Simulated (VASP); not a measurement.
Crystal: RbCl.

```
Rb Cl
1.0
     0.00000    3.30573    3.30573
     3.30573    0.00000    3.30573
     3.30573    3.30573    0.00000
Rb Cl
1 1
Direct
  0.00000 0.00000 0.00000
  0.50000 0.50000 0.50000
```

Program: VASP 6.6.1. Alike in all runs: task single point; no spin polarisation; cell as given; smearing gaussian 0.01 eV.

Problem. Order these runs on this cell by their band gap on the k mesh, lowest first.
A. level HSE06; potentials or basis VASP PAW PBE potentials, release 64 (Rb_sv, Cl); k mesh 4 × 4 × 4; cutoff (eV) 400; grid for exact exchange (PRECFOCK) Normal; screening parameter 0.2079 1/Å
B. level PBE; potentials or basis VASP PAW PBE potentials, release 64 (Rb_sv, Cl); k mesh 6 × 6 × 6; cutoff (eV) 500
C. level r2SCAN; potentials or basis VASP PAW PBE potentials, release 64 (Rb_sv, Cl); k mesh 4 × 4 × 4; cutoff (eV) 550
D. level LDA; potentials or basis VASP PAW LDA potentials, release 64 (Rb_sv, Cl); k mesh 4 × 4 × 4; cutoff (eV) 500

Solution. D (4.52 eV), B (4.95 eV), C (5.56 eV), A (6.25 eV).
